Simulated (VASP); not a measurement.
# Si (Fm-3m) in VASP: further runs

The runs below take Si through single point, with LDA.

Everything below comes from runs of VASP 6.6.1. Logs are shortened: lines on timing, memory, paths and dates and some standing lists are left out, and cuts for length are marked.

## 1. The cell of the first run

It takes space group Fm-3m (No. 225, cubic). Conventional cell: a = 3.815 Å, b = 3.815 Å, c = 3.815 Å, α = 90.00°, β = 90.00°, γ = 90.00°. Within 3.6 Å of Si (site symmetry m-3m) lie 12 Si at 2.70 Å.

## 2. Single point, LDA

INCAR reads:

```
PREC     = Accurate       # precision mode
ENCUT    = 520            # plane-wave cutoff, eV
EDIFF    = 1E-7           # SCF threshold, eV
ISMEAR   = -1             # smearing method
SIGMA    = 0.1            # smearing width, eV
LREAL    = False          # projectors in reciprocal space
LASPH    = True           # aspherical terms in the spheres
NELM     = 80             # most SCF steps
ALGO     = Normal         # electronic algorithm
ISIF     = 2              # what is computed and relaxed
LWAVE    = False          # write WAVECAR
LCHARG   = True           # write CHGCAR
GGA      = CA             # functional
LELF     = True           # ELF
LVHAR    = True         
NBANDS   = 8              # bands
```

KPOINTS reads:

```
regular mesh
0
Gamma
  16 16 16
```

POSCAR reads:

```
Si
1.0
    0.0000000000      1.9074310707      1.9074310707
    1.9074310707      0.0000000000      1.9074310707
    1.9074310707      1.9074310707      0.0000000000
Si
1
Direct
    0.0000000000      0.0000000000      0.0000000000
```

Potentials or basis: VASP PAW LDA potentials, release 64 (Si).

Command:

```
> cat potpaw_LDA.64/Si/POTCAR > POTCAR
> mpirun -np 1 vasp_std > vasp.out
```

OUTCAR:

```text
PREC = Accurate
   ENCUT = 520
   EDIFF = 1E-7
   ISMEAR = -1
   LREAL = False
   LASPH = True
   NELM = 80
   ISIF = 2
   GGA = CA

 ion  position               nearest neighbor table
   1  0.000  0.000  0.000-

  LATTYP: Found a face centered cubic cell.
 ALAT       =     3.8148621414

  Lattice vectors:

 A1 = (   0.0000000000,   1.9074310707,   1.9074310707)
 A2 = (   1.9074310707,   0.0000000000,   1.9074310707)
 A3 = (   1.9074310707,   1.9074310707,   0.0000000000)

Analysis of symmetry for initial positions (statically):
=====================================================================
 Subroutine PRICEL returns:
 Original cell was already a primitive cell.

 Routine SETGRP: Setting up the symmetry group for a
 face centered cubic supercell.

 Subroutine GETGRP returns: Found 48 space group operations
[... 9 lines left out ...]

 Routine SETGRP: Setting up the symmetry group for a
 face centered cubic supercell.

 Subroutine GETGRP returns: Found 48 space group operations
[... 11 lines left out ...]
                                     Primitive cell

  volume of cell :      13.8796

  direct lattice vectors                    reciprocal lattice vectors
     0.000000000  1.907431071  1.907431071    -0.262132670  0.262132670  0.262132670
     1.907431071  0.000000000  1.907431071     0.262132670 -0.262132670  0.262132670
     1.907431071  1.907431071  0.000000000     0.262132670  0.262132670 -0.262132670

  length of vectors
     2.697514889  2.697514889  2.697514889     0.454027103  0.454027103  0.454027103

  position of ions in fractional coordinates (direct lattice)
     0.000000000  0.000000000  0.000000000

  ion indices of the primitive-cell ions
   primitive index   ion index
                 1           1

----------------------------------------------------------------------------------------

 KPOINTS: regular mesh

Automatic generation of k-mesh.
 Grid dimensions read from file:
 generate k-points for:   16   16   16

 Generating k-lattice:

  Cartesian coordinates                     Fractional coordinates (reciprocal lattice)
    -0.016383292  0.016383292  0.016383292     0.062500000  0.000000000  0.000000000
     0.016383292 -0.016383292  0.016383292     0.000000000  0.062500000  0.000000000
[... 48 lines left out ...]
 SYSTEM =  unknown system
   PREC   = accura    normal or accurate (medium, high low for compatibility)
   ISTART =      0    job   : 0-new  1-cont  2-samecut
   ICHARG =      2    charge: 1-file 2-atom 10-const
   ISPIN  =      1    spin polarized calculation?
   LNONCOLLINEAR =      F non collinear calculations
   LSORBIT =      F    spin-orbit coupling
   LASPH  =      T    aspherical Exc in radial PAW
   ENCUT  =  520.0 eV  38.22 Ry    6.18 a.u.   5.02  5.02  5.02*2*pi/ulx,y,z
   NELM   =     80;   NELMIN=  2; NELMDL= -5     # of ELM steps
   EDIFF  = 0.1E-06   stopping-criterion for ELM
   LREAL  =      F    real-space projection
   EDIFFG = 0.1E-05   stopping-criterion for IOM
   NSW    =      0    number of steps for IOM
   IBRION =     -1    ionic relax: 0-MD 1-quasi-New 2-CG
   NFREE  =      0    steps in history (QN), initial steepest desc. (CG)
   ISIF   =      2    stress and relaxation
   ISYM   =      2    0-nonsym 1-usesym 2-fastsym
   POTIM  = 0.5000    time-step for ionic-motion
   TEBEG  =    0.0;   TEEND  =   0.0 temperature during run
   PSTRESS=    0.0 pullay stress
   NELECT =       4.0000    total number of electrons
   NUPDOWN=      -1.0000    fix difference up-down
   EMIN   =  10.00;   EMAX   =-10.00  energy-range for DOS
   EFERMI =   0.00;   METHOD = LEGACY
   ISMEAR =    -1;   SIGMA  =   0.10  broadening in eV -4-tet -1-fermi 0-gaus
   EFERMI_NEDOS =   21; number of points for ismear=-14 and -15
   IALGO  =     38    algorithm
   IMIX   =      4    mixing-type and parameters
     AMIX     =   0.40;   BMIX     =  1.00
     AMIX_MAG =   1.60;   BMIX_MAG =  1.00
  volume/ion in A,a.u.               =      13.88        93.66
  Fermi-wavevector in a.u.,A,eV,Ry     =   1.081358  2.043469 15.909757  1.169334
  Thomas-Fermi vector in A             =   2.217372
   LORBIT       =      0    0 simple, 1 ext, 2 COOP (PROOUT), +10 PAW based schemes
   GGA     = CA    functional components
   LHFCALC =     F    Hartree Fock is set to
   AEXX    =    0.0000 exact exchange contribution
   IVDW    =     0    specifies the selected vdW correction
   LEPSILON=     F    determine dielectric tensor
   LRPA    =     F    only Hartree local field effects (RPA)
 non-spin polarized calculation
  energy-cutoff  :      520.00
  volume of cell :       13.88
 maximum number of plane-waves:       388
   NGX =  9   NGY =  9   NGZ =  9

 number of electron       4.0000000 magnetization

 Free energy of the ion-electron system (eV)
  ---------------------------------------------------
  ext. energy  EPLUGINS =         0.00000000
  ---------------------------------------------------
  free energy    TOTEN  =        -5.51395126 eV

  energy without entropy =       -5.49887155  energy(sigma->0) =       -5.50641140

 E-fermi :  10.7308     XC(G=0): -11.4333

 val. band max:       10.7253540190   @ k =  -0.2500   0.1250   0.0000
 cond. band min:      10.8037105417   @ k =  -0.4375   0.3125   0.0625
 fundamental gap:      0.0783565227
 Fermi energy:        10.7308384269

 k-point     1 :       0.0000    0.0000    0.0000
  band No.  band energies     occupation
      1      -4.0918      2.00000
      2      22.1621      0.00000
      3      22.1621      0.00000
      4      22.1621      0.00000
      5      22.7641      0.00000
      6      22.7641      0.00000
      7      22.7641      0.00000
      8      28.3665      0.00000
[... 243 lines left out ...]
 k-point    24 :      -0.0625    0.0625    0.0000
  band No.  band energies     occupation
      1      -3.7808      2.00000
      2      19.0855      0.00000
      3      19.3649      0.00000
      4      22.2407      0.00000
      5      23.0647      0.00000
      6      24.3069      0.00000
      7      25.0986      0.00000
      8      27.8998      0.00000

 [... further k-points ...]
[... 5 lines left out ...]
  --------------------------------------------------------------------------------------
  -------------------------------------------------------------------------------------
  Total        0.0333658      0.0333658      0.0333658      0.0000000      0.0000000     -0.0000000
  in kB        3.8515469      3.8515469      3.8515469      0.0000000      0.0000000     -0.0000000
  external PRESSURE =       3.8515469 kB  Pullay stress =       0.0000000 kB

 VOLUME and BASIS-vectors are now :
 -----------------------------------------------------------------------------
  energy-cutoff  :      520.00
  volume of cell :       13.88
      direct lattice vectors                 reciprocal lattice vectors
     0.000000000  1.907431071  1.907431071    -0.262132670  0.262132670  0.262132670
     1.907431071  0.000000000  1.907431071     0.262132670 -0.262132670  0.262132670
     1.907431071  1.907431071  0.000000000     0.262132670  0.262132670 -0.262132670

 POSITION                                       TOTAL-FORCE (eV/Angst)
 -----------------------------------------------------------------------------------
      0.00000      0.00000      0.00000         0.000000      0.000000     -0.000000
 -----------------------------------------------------------------------------------
    total drift:                                0.000000      0.000000     -0.000000

  FREE ENERGIE OF THE ION-ELECTRON SYSTEM (eV)
  ---------------------------------------------------
  free  energy   TOTEN  =        -5.5139512609 eV

  energy  without entropy=       -5.4988715487  energy(sigma->0) =       -5.50641140
```

OSZICAR:

```text
N       E                     dE             d eps       ncg     rms          rms(c)
DAV:   1    -0.320330017572E+01   -0.32033E+01   -0.18340E+03  2560   0.380E+02
DAV:   2    -0.552542580502E+01   -0.23221E+01   -0.22383E+01  3568   0.297E+01
DAV:   3    -0.553839390558E+01   -0.12968E-01   -0.12965E-01  2608   0.231E+00
DAV:   4    -0.553840588047E+01   -0.11975E-04   -0.11976E-04  3888   0.755E-02
DAV:   5    -0.553840588518E+01   -0.47093E-08   -0.38784E-08  2672   0.779E-04    0.297E+00
DAV:   6    -0.552255934909E+01    0.15847E-01   -0.50212E-03  2832   0.303E-01    0.164E+00
DAV:   7    -0.551400476870E+01    0.85546E-02   -0.91241E-03  2712   0.408E-01    0.111E-01
DAV:   8    -0.551395151096E+01    0.53258E-04   -0.30598E-05  3568   0.438E-02    0.209E-02
DAV:   9    -0.551395134185E+01    0.16911E-06   -0.23598E-07  3112   0.330E-03    0.172E-03
DAV:  10    -0.551395126087E+01    0.80978E-07   -0.50680E-08  2752   0.104E-03
   1 F= -.55139513E+01 E0= -.55064114E+01  d E =-.150797E-01
```

stdout:

```text
POSCAR found type information on POSCAR Si
 POSCAR found :  1 types and       1 ions
 scaLAPACK will be used
 LDA part: xc-table for (Slater(with rela. corr.)+CA(PZ))
 , standard interpolation
 POSCAR, INCAR and KPOINTS ok, starting setup
 FFT: planning ... GRIDC
 FFT: planning ... GRID_SOFT
 FFT: planning ... GRID
 WAVECAR not read
 entering main loop
```

Wall time 6.9 s (1 thread of AMD EPYC 9R45 (Zen 5), shared host); peak memory 0.09 GiB.

Results:

```
Free energy            : -5.5140 eV
Pressure               : 0.4 GPa
Band gap on the k mesh : zero (band 2 reaches 22.16 eV, above the bottom of band 3 at 7.52 eV)
```

Levels at points of the mesh, in eV from the Fermi level:
```csv
k point,band 1,band 2,band 3,band 4,band 5
"(0.00, 0.00, 0.00)",-14.82,11.43,11.43,11.43,12.03
"(0.50, 0.00, 0.00)",-7.75,-7.21,8.78,8.78,10.93
"(0.50, 0.50, 0.00)",-5.55,-4.57,3.24,3.24,4.35
```

## 3. Single point, LDA (volume scaled by 1.04)

INCAR reads:

```
  ALGO = Normal
  EDIFF = 1E-6
  ENCUT = 520
  GGA = CA
  ISIF = 2
  ISMEAR = -1
  LASPH = T
  LCHARG = T
  LELF = T
  LREAL = F
  LVHAR = T
  LWAVE = F
  NBANDS = 8
  NELM = 60
  PREC = Accurate
  SIGMA = 0.1
```

KPOINTS reads:

```
k-points
0
Gamma
  16 16 16
```

POSCAR reads:

```
Si
1.0
    0.0000000000      1.9325317264      1.9325317264
    1.9325317264      0.0000000000      1.9325317264
    1.9325317264      1.9325317264      0.0000000000
Si
1
Direct
    0.0000000000      0.0000000000      0.0000000000
```

Potentials or basis: VASP PAW LDA potentials, release 64 (Si).

Command:

```
> cat potpaw_LDA.64/Si/POTCAR > POTCAR
> mpirun -np 1 vasp_std > vasp.out
```

It took 6.3 s on 1 thread of AMD EPYC 9R45 (Zen 5), shared host; peak memory 0.09 GiB.

Results (log left out):

```yaml
Free_energy: -5.5092 eV
Pressure: -3.0 GPa
Band_gap_on_the_k_mesh: zero (band 2 reaches 21.15 eV, above the bottom of band 3 at 7.09 eV)
```

Levels at points of the mesh, in eV from the Fermi level:
```tsv
k point	band 1	band 2	band 3	band 4	band 5
(0.00, 0.00, 0.00)	-14.45	10.96	10.96	10.96	11.89
(0.50, 0.00, 0.00)	-7.64	-6.95	8.42	8.42	10.82
(0.50, 0.50, 0.00)	-5.36	-4.55	3.13	3.13	4.42
```

## 4. Single point, LDA (volume scaled by 1.08)

INCAR reads:

```
SYSTEM = Si
ALGO     = Normal         ! electronic algorithm
EDIFF    = 1E-7           ! SCF threshold, eV
ENCUT    = 520            ! plane-wave cutoff, eV
GGA      = CA             ! functional
ISIF     = 2              ! what is computed and relaxed
ISMEAR   = -1             ! smearing method
LASPH    = .TRUE.         ! aspherical terms in the spheres
LCHARG   = .FALSE.        ! write CHGCAR
LREAL    = .FALSE.        ! projectors in reciprocal space
LWAVE    = .FALSE.        ! write WAVECAR
NBANDS   = 8              ! bands
NELM     = 60             ! most SCF steps
PREC     = Accurate       ! precision mode
SIGMA    = 0.1            ! smearing width, eV
```

KPOINTS reads:

```
k-points
0
G
  16 16 16
  0 0 0
```

POSCAR reads:

```
Si
1.0
    0.0000000000      1.9569967505      1.9569967505
    1.9569967505      0.0000000000      1.9569967505
    1.9569967505      1.9569967505      0.0000000000
Si
1
Direct
    0.0000000000      0.0000000000      0.0000000000
```

Command:

```
> cat potpaw_LDA.64/Si/POTCAR > POTCAR
> mpirun -np 1 vasp_std > vasp.out
```

Run time: 8.6 s. Hardware: 1 thread of AMD EPYC 9R45 (Zen 5), shared host; peak memory 0.1 GiB.

Results (log left out):

```yaml
Free_energy: -5.4938 eV
Pressure: -5.8 GPa
Band_gap_on_the_k_mesh: zero (band 2 reaches 20.21 eV, above the bottom of band 3 at 6.71 eV)
```

Levels at points of the mesh, in eV from the Fermi level:
```tsv
k point	band 1	band 2	band 3	band 4	band 5	band 6	band 7
(0.00, 0.00, 0.00)	-14.10	10.52	10.52	10.52	11.75	11.75	11.75
(0.50, 0.00, 0.00)	-7.53	-6.70	8.09	8.09	10.72	10.72	12.80
(0.50, 0.50, 0.00)	-5.17	-4.54	3.03	3.03	4.49	6.54	23.82
```

## 5. Overview

| cell | gap on the mesh (eV) | pressure (GPa) |
| --- | --- | --- |
| a = 2.698 Å, angles 60.0°, 1 atom | none | 0.4 |
| a = 2.733 Å, angles 60.0°, 1 atom | none | -3.0 |
| a = 2.768 Å, angles 60.0°, 1 atom | none | -5.8 |

Alike in all rows: task single point; level LDA; potentials or basis VASP PAW LDA potentials, release 64 (Si); no spin polarisation; k mesh 16 × 16 × 16; cutoff (eV) 520; smearing fermi-dirac 0.1 eV.

Absolute energies hang on the potentials; compare differences alone.
